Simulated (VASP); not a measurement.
The system is TiAl.

```
Ti Al
1.0
     3.17906    0.00000    0.00000
     0.00000    3.17906    0.00000
     0.00000    0.00000    3.17906
Ti Al
1 1
Direct
  0.00000 0.00000 0.00000
  0.50000 0.50000 0.50000
```

```yaml
Program: VASP 6.6.1
Task: relaxation of cell and atoms
Functional: RPBE
Dispersion: D3(BJ)
Potentials_or_basis: VASP PAW PBE potentials, release 64 (Ti_sv, Al)
Cutoff: 600 eV
k_mesh: 8 × 8 × 8
Occupations: fermi-dirac, width 0.05 eV
Spin: no spin polarisation
```

At the start: pressure -27.8 GPa; volume 16.06 Å³/atom.

Task: How do energy, volume and symmetry change on relaxing?

Result: Over 7 steps the energy falls by 328.9 meV/atom and the volume is 12.87 Å³/atom (-19.9 %); space group Pm-3m (No. 221, to 0.05 Å).

The path:
```tsv
step	energy change (eV)	largest force (eV/Å)	pressure (GPa)	volume (Å³)
1	0.0000	0.0000	-27.84	32.13
2	0.0887	0.0000	56.65	20.82
3	-0.6566	0.0000	-1.55	25.97
4	-0.6577	0.0000	-0.26	25.78
5	-0.6576	0.0000	0.59	25.67
6	-0.6576	0.0000	-0.57	25.83
7	-0.6577	0.0000	0.02	25.75
```

Final structure:
```yaml
crystal:
  lattice:
    - [2.95281, 0.00000, 0.00000]
    - [0.00000, 2.95281, 0.00000]
    - [0.00000, 0.00000, 2.95281]
  atoms:
    - { symbol: Ti, position: [0.00000, 0.00000, 0.00000] }
    - { symbol: Al, position: [0.50000, 0.50000, 0.50000] }
```

Caveat: the volume moved by over 15 % at a fixed basis, so the end points are rough; the PAW data sets were made with another functional, which shifts forces and pressure a little; pairwise dispersion overbinds metals, which lowers pressure and volume.
